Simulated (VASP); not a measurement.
# HfO2 (R-3m) in VASP: notebook, part 2 of 2

VASP 6.6.1. Earlier steps stand in the parts before.

## 3. Single point, PBE

This run uses another cell than the first one, of the same volume but with other edges.

The input, INCAR:

```
SYSTEM = HfO2
PREC     = Accurate       ! precision mode
ENCUT    = 520            ! plane-wave cutoff, eV
EDIFF    = 1E-7           ! SCF threshold, eV
ISMEAR   = 0              ! smearing method
SIGMA    = 0.05           ! smearing width, eV
LREAL    = .FALSE.        ! projectors in reciprocal space
LASPH    = .TRUE.         ! aspherical terms in the spheres
NELM     = 80             ! most SCF steps
ALGO     = Normal         ! electronic algorithm
ISIF     = 2              ! what is computed and relaxed
LWAVE    = .FALSE.        ! write WAVECAR
LCHARG   = .FALSE.        ! write CHGCAR
GGA      = PE             ! functional
NBANDS   = 18             ! bands
```

The input, KPOINTS:

```
Automatic mesh
0
G
  8 8 8
  0 0 0
```

The input, POSCAR:

```
HfO2
1.0
    0.1384694457      2.6200007301      2.6200007301
    2.6200007301      0.1384694457      2.6200007301
    2.6200007301      2.6200007301      0.1384694457
Hf O
1 2
Direct
    0.0000000000      0.0000000000      0.0000000000
    0.2500000000      0.2500000000      0.2500000000
    0.7500000000      0.7500000000      0.7500000000
```

Potentials or basis: VASP PAW PBE potentials, release 64 (Hf_pv, O).

Launch:

```console
$ cat potpaw_PBE.64/Hf_pv/POTCAR potpaw_PBE.64/O/POTCAR > POTCAR
$ mpirun -np 1 vasp_std > vasp.out
```

OUTCAR:

```text
SYSTEM = HfO2
   PREC = Accurate
   ENCUT = 520
   EDIFF = 1E-7
   ISMEAR = 0
   LREAL = .FALSE.
   LASPH = .TRUE.
   NELM = 80
   ISIF = 2
   GGA = PE

 ion  position               nearest neighbor table
   1  0.000  0.000  0.000-   3 2.17   3 2.17   3 2.17   2 2.17   2 2.17   2 2.17   3 2.33   2 2.33

   2  0.250  0.250  0.250-   1 2.17   1 2.17   1 2.17   1 2.33
   3  0.750  0.750  0.750-   1 2.17   1 2.17   1 2.17   1 2.33

  LATTYP: Found a trigonal (rhomboedric) cell.
 ALAT       =     3.7078270508
 COS(alpha) =     0.5520798786

  Lattice vectors:

 A1 = (   0.1384694457,   2.6200007301,   2.6200007301)
 A2 = (   2.6200007301,   0.1384694457,   2.6200007301)
 A3 = (   2.6200007301,   2.6200007301,   0.1384694457)

Analysis of symmetry for initial positions (statically):
=====================================================================
 Subroutine PRICEL returns:
 Original cell was already a primitive cell.

 Routine SETGRP: Setting up the symmetry group for a
 trigonal (rhombohedral) supercell.

 Subroutine GETGRP returns: Found 12 space group operations
 (whereof 12 operations were pure point group operations)
 out of a pool of 12 trial point group operations.

The static configuration has the point symmetry D_3d.

Analysis of symmetry for dynamics (positions and initial velocities):
=====================================================================
 Subroutine PRICEL returns:
 Original cell was already a primitive cell.

 Routine SETGRP: Setting up the symmetry group for a
 trigonal (rhombohedral) supercell.

 Subroutine GETGRP returns: Found 12 space group operations
 (whereof 12 operations were pure point group operations)
 out of a pool of 12 trial point group operations.

The dynamic configuration has the point symmetry D_3d.

 Subroutine INISYM returns: Found 12 space group operations
 (whereof 12 operations are pure point group operations),
 and found     1 'primitive' translations

----------------------------------------------------------------------------------------

                                     Primitive cell

  volume of cell :      33.1206

  direct lattice vectors                    reciprocal lattice vectors
     0.138469446  2.620000730  2.620000730    -0.206675841  0.196301146  0.196301146
     2.620000730  0.138469446  2.620000730     0.196301146 -0.206675841  0.196301146
     2.620000730  2.620000730  0.138469446     0.196301146  0.196301146 -0.206675841

  length of vectors
     3.707827051  3.707827051  3.707827051     0.346097071  0.346097071  0.346097071

  position of ions in fractional coordinates (direct lattice)
     0.000000000  0.000000000  0.000000000
     0.250000000  0.250000000  0.250000000
     0.750000000  0.750000000  0.750000000

  ion indices of the primitive-cell ions
   primitive index   ion index
                 1           1
                 2           2
                 3           3

----------------------------------------------------------------------------------------

 KPOINTS: Automatic mesh

Automatic generation of k-mesh.
 Grid dimensions read from file:
 generate k-points for:    8    8    8

 Generating k-lattice:

  Cartesian coordinates                     Fractional coordinates (reciprocal lattice)
    -0.025834480  0.024537643  0.024537643     0.125000000  0.000000000  0.000000000
     0.024537643 -0.025834480  0.024537643     0.000000000  0.125000000  0.000000000
     0.024537643  0.024537643 -0.025834480     0.000000000  0.000000000  0.125000000

  Length of vectors
     0.043262134  0.043262134  0.043262134

  Shift w.r.t. Gamma in fractional coordinates (k-lattice)
     0.000000000  0.000000000  0.000000000

 Subroutine IBZKPT returns following result:
 ===========================================

 Found     65 irreducible k-points:

 Following reciprocal coordinates:
            Coordinates               Weight
  0.000000  0.000000  0.000000      1.000000
  0.125000  0.000000 -0.000000      6.000000
  0.250000  0.000000 -0.000000      6.000000
  0.375000  0.000000  0.000000      6.000000
  0.500000  0.000000 -0.000000      3.000000
  0.125000  0.125000 -0.000000      6.000000
[... 16 lines left out ...]
  0.250000  0.125000  0.125000      6.000000
  0.375000  0.125000  0.125000      6.000000
 [... further k-points ...]
   k-points           NKPTS =     65   k-points in BZ     NKDIM =     65   number of bands    NBANDS=     18
   number of dos      NEDOS =    301   number of ions     NIONS =      3
   total plane-waves  NPLWV =  21952
   dimension x,y,z NGX =    28 NGY =   28 NGZ =   28
   dimension x,y,z NGXF=    56 NGYF=   56 NGZF=   56
   ions per type =               1   2
   NGX,Y,Z   is equivalent  to a cutoff of  12.55, 12.55, 12.55 a.u.
   NGXF,Y,Z  is equivalent  to a cutoff of  25.11, 25.11, 25.11 a.u.
 SYSTEM =  HfO2
   PREC   = accura    normal or accurate (medium, high low for compatibility)
   ISTART =      0    job   : 0-new  1-cont  2-samecut
   ICHARG =      2    charge: 1-file 2-atom 10-const
   ISPIN  =      1    spin polarized calculation?
   LNONCOLLINEAR =      F non collinear calculations
   LSORBIT =      F    spin-orbit coupling
   LASPH  =      T    aspherical Exc in radial PAW
   ENCUT  =  520.0 eV  38.22 Ry    6.18 a.u.   6.89  6.89  6.89*2*pi/ulx,y,z
   NELM   =     80;   NELMIN=  2; NELMDL= -5     # of ELM steps
   EDIFF  = 0.1E-06   stopping-criterion for ELM
   LREAL  =      F    real-space projection
   EDIFFG = 0.1E-05   stopping-criterion for IOM
   NSW    =      0    number of steps for IOM
   IBRION =     -1    ionic relax: 0-MD 1-quasi-New 2-CG
   NFREE  =      0    steps in history (QN), initial steepest desc. (CG)
   ISIF   =      2    stress and relaxation
   ISYM   =      2    0-nonsym 1-usesym 2-fastsym
   POTIM  = 0.5000    time-step for ionic-motion
   TEBEG  =    0.0;   TEEND  =   0.0 temperature during run
   PSTRESS=    0.0 pullay stress
   NELECT =      22.0000    total number of electrons
   NUPDOWN=      -1.0000    fix difference up-down
   EMIN   =  10.00;   EMAX   =-10.00  energy-range for DOS
   EFERMI =   0.00;   METHOD = LEGACY
   ISMEAR =     0;   SIGMA  =   0.05  broadening in eV -4-tet -1-fermi 0-gaus
   EFERMI_NEDOS =   21; number of points for ismear=-14 and -15
   IALGO  =     38    algorithm
   IMIX   =      4    mixing-type and parameters
     AMIX     =   0.40;   BMIX     =  1.00
     AMIX_MAG =   1.60;   BMIX_MAG =  1.00
  volume/ion in A,a.u.               =      11.04        74.50
  Fermi-wavevector in a.u.,A,eV,Ry     =   1.428399  2.699283 27.760299  2.040324
  Thomas-Fermi vector in A             =   2.548465
   LORBIT       =      0    0 simple, 1 ext, 2 COOP (PROOUT), +10 PAW based schemes
   GGA     = PE    functional components
   LHFCALC =     F    Hartree Fock is set to
   AEXX    =    0.0000 exact exchange contribution
   IVDW    =     0    specifies the selected vdW correction
   LEPSILON=     F    determine dielectric tensor
   LRPA    =     F    only Hartree local field effects (RPA)
 non-spin polarized calculation
 Gauss-broadening in eV      SIGMA  =   0.05
  energy-cutoff  :      520.00
  volume of cell :       33.12
 maximum number of plane-waves:       917
   NGX = 13   NGY = 13   NGZ = 13

 number of electron      21.9999996 magnetization

 Free energy of the ion-electron system (eV)
  ---------------------------------------------------
  ext. energy  EPLUGINS =         0.00000000
  ---------------------------------------------------
  free energy    TOTEN  =       -30.18136333 eV

  energy without entropy =      -30.18136333  energy(sigma->0) =      -30.18136333

 E-fermi :   4.3948     XC(G=0): -11.7473

 val. band max:        4.0932597511   @ k =   0.5000   0.5000  -0.0000
 cond. band min:       7.9096711123   @ k =   0.5000   0.5000  -0.0000
 fundamental gap:      3.8164113612
 Fermi energy:         4.3947769216

 k-point     1 :       0.0000    0.0000    0.0000
  band No.  band energies     occupation
      1     -25.6684      2.00000
      2     -25.5962      2.00000
      3     -25.5962      2.00000
      4     -14.5145      2.00000
      5     -11.5584      2.00000
      6      -1.2264      2.00000
[... 10 lines left out ...]
     17      14.6186      0.00000
     18      16.9667      0.00000
[... 466 lines left out ...]
      2     -25.7263      2.00000
      3     -25.6327      2.00000
      4     -13.5602      2.00000
      5     -12.2023      2.00000
      6      -0.7705      2.00000
[... 10 lines left out ...]
     17      13.9820      0.00000
     18      16.9855      0.00000

 [... further k-points ...]

------------------------ aborting loop because EDIFF is reached ----------------------------------------

  FORCE on cell =-STRESS in cart. coord.  units (eV):
  Direction    XX          YY          ZZ          XY          YZ          ZX
  --------------------------------------------------------------------------------------
  -------------------------------------------------------------------------------------
  Total       -0.3968346     -0.3968346     -0.3968346     -0.6984525     -0.6984525     -0.6984525
  in kB      -19.1964876    -19.1964876    -19.1964876    -33.7869591    -33.7869591    -33.7869591
  external PRESSURE =     -19.1964876 kB  Pullay stress =       0.0000000 kB

 VOLUME and BASIS-vectors are now :
 -----------------------------------------------------------------------------
  energy-cutoff  :      520.00
  volume of cell :       33.12
      direct lattice vectors                 reciprocal lattice vectors
     0.138469446  2.620000730  2.620000730    -0.206675841  0.196301146  0.196301146
     2.620000730  0.138469446  2.620000730     0.196301146 -0.206675841  0.196301146
     2.620000730  2.620000730  0.138469446     0.196301146  0.196301146 -0.206675841

 POSITION                                       TOTAL-FORCE (eV/Angst)
 -----------------------------------------------------------------------------------
      0.00000      0.00000      0.00000         0.000000      0.000000      0.000000
      1.34462      1.34462      1.34462        -0.217476     -0.217476     -0.217476
      4.03385      4.03385      4.03385         0.217476      0.217476      0.217476
 -----------------------------------------------------------------------------------
    total drift:                                0.000000      0.000000      0.000000

  FREE ENERGIE OF THE ION-ELECTRON SYSTEM (eV)
  ---------------------------------------------------
  free  energy   TOTEN  =       -30.1813633274 eV

  energy  without entropy=      -30.1813633274  energy(sigma->0) =      -30.18136333
```

Run time: 26 s. Hardware: 1 thread of Intel Xeon Platinum 8488C (Sapphire Rapids), shared host; peak memory 0.18 GiB.

Results:

```yaml
Free_energy: -30.1814 eV
Pressure: -1.9 GPa
Largest_force: 0.377 eV/Å
Band_gap_on_the_k_mesh: 3.82 eV, direct
```

Forces in eV/Å, atoms in the order of the input:
```
Hf   0.000  0.000  0.000
O   -0.217 -0.217 -0.217
O    0.217  0.217  0.217
```

Stress tensor (GPa, compression positive):
```
-1.92 -3.38 -3.38
-3.38 -1.92 -3.38
-3.38 -3.38 -1.92
```

Caveat: spin-orbit coupling is left out, which moves the levels of the heavy elements.
